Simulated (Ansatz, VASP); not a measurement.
# One calculation of Si2W, two programs

```
Si W
1.0
    -1.59272    1.59272    3.88578
     1.59272   -1.59272    3.88578
     1.59272    1.59272   -3.88578
Si W
2 1
Cartesian
  0.0000 0.0000 2.6011
  0.0000 0.0000 5.1704
  0.0000 0.0000 0.0000
```

Alike in both runs: functional LDA; k mesh 18 × 18 × 18; occupations gaussian, width 0.1 eV; no spin polarisation.

Ansatz relaxed the structure, and its values are those at the end. VASP's run is a single point on that final structure, the one shown.

|  | VASP | Ansatz |
| --- | --- | --- |
| version | VASP 6.6.1 | Ansatz 0.2.0 |
| potentials or method | VASP PAW LDA potentials, release 64 (Si, W_sv), cutoff 520 eV | scalar-relativistic, plane waves, PAW |
| valence electrons in the cell | 22 | 22 |

|  | VASP | Ansatz | Ansatz less VASP |
| --- | --- | --- | --- |
| gap on the k mesh at the Fermi level (eV) | none | none | - |
| pressure (GPa) | 0.8 | 0.0 | -0.82 |
| rms of the force components (eV/Å) | 0.007 | 0.000 | -0.0063 |

LDA's correlation is that of Perdew and Zunger in VASP and of Perdew and Wang (1992) in Ansatz. A gap of «none» marks a metal or a gap that the smearing closes.

Spin-orbit coupling is off throughout.
